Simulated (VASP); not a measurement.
BeCd2S2: relaxation of cell and atoms with PBE

The system is BeCd2S2.

```
CELL_PARAMETERS angstrom
3.71155 0.00000 0.00000
0.00000 3.71155 0.00000
0.00000 0.00000 7.04541
ATOMIC_POSITIONS crystal
Be 0.00000 0.00000 0.50000
Cd 0.50000 0.50000 0.00000
Cd 0.50000 0.50000 0.50000
S 0.00000 0.00000 0.78113
S 0.00000 0.00000 0.21887
```

The cell was built from a structure type or drawn by symmetry, and may not be a known phase.

- Program: VASP 6.6.1
- Task: relaxation of cell and atoms
- Functional: PBE
- Potentials or basis: VASP PAW PBE potentials, release 64 (Be, Cd, S)
- Cutoff: 600 eV
- k mesh: 6 × 6 × 4
- Occupations: gaussian, width 0.1 eV
- Spin: no spin polarisation
- Dipole correction: no
- Further INCAR settings: ALGO = Normal; EDIFF = 1e-07; IBRION = 2; EDIFFG = -0.04; NSW = 90; ISIF = 3

```json
{
  "Relaxed volume": "19.46 Å³/atom",
  "Relaxed cell": "a = 3.727 Å, b = 3.727 Å, c = 7.002 Å, α = 90.00°, β = 90.00°, γ = 90.00°",
  "Space group after relaxing (to 0.1 Å)": "P4/mmm (No. 123)",
  "Energy gained by relaxing": "0.9 meV/atom",
  "Ionic steps": "4",
  "Pressure after relaxing": "0.1 GPa",
  "Band gap on the k mesh": "zero (bands 19 and 20 overlap by 1.56 eV)"
}
```

Step by step:
```tsv
step	energy change (eV)	largest force (eV/Å)	pressure (GPa)	volume (Å³)
1	0.0000	0.1488	-0.17	97.05
2	-0.0037	0.0257	0.39	96.76
3	-0.0038	0.0024	0.31	96.80
4	-0.0045	0.0008	0.11	97.28
```

Final structure:
```
Be Cd S
1.0
     3.72721    0.00000    0.00000
     0.00000    3.72721    0.00000
     0.00000    0.00000    7.00236
Be Cd S
1 2 2
Direct
  0.00000 0.00000 0.50000
  0.50000 0.50000 0.00000
  0.50000 0.50000 0.50000
  0.00000 0.00000 0.78013
  0.00000 0.00000 0.21987
```

Levels at points of the mesh, in eV from the Fermi level:
| k point | band 16 | band 17 | band 18 | band 19 | band 20 | band 21 | band 22 | band 23 |
| --- | --- | --- | --- | --- | --- | --- | --- | --- |
| (0.00, 0.00, 0.00) | -2.53 | -2.53 | -1.15 | -1.15 | 1.58 | 1.83 | 2.76 | 2.76 |
| (0.50, 0.00, 0.00) | -2.55 | -2.41 | -1.57 | -1.13 | 0.94 | 2.52 | 4.72 | 4.92 |
| (0.50, 0.50, 0.00) | -2.54 | -2.50 | -2.50 | -1.97 | -0.51 | -0.51 | 0.96 | 1.57 |
| (0.00, 0.00, 0.50) | -1.98 | -1.93 | -1.93 | -0.61 | -0.48 | 3.51 | 3.51 | 4.70 |
| (0.50, 0.00, 0.50) | -4.11 | -1.41 | -1.33 | -0.52 | 1.28 | 2.48 | 3.95 | 5.09 |
| (0.50, 0.50, 0.50) | -3.89 | -3.89 | -2.89 | -1.33 | -1.11 | 0.98 | 0.98 | 3.95 |

It took 4.3 min on 1 thread of Intel Xeon 8259CL, with other jobs on the host, peak memory 0.27 GiB.
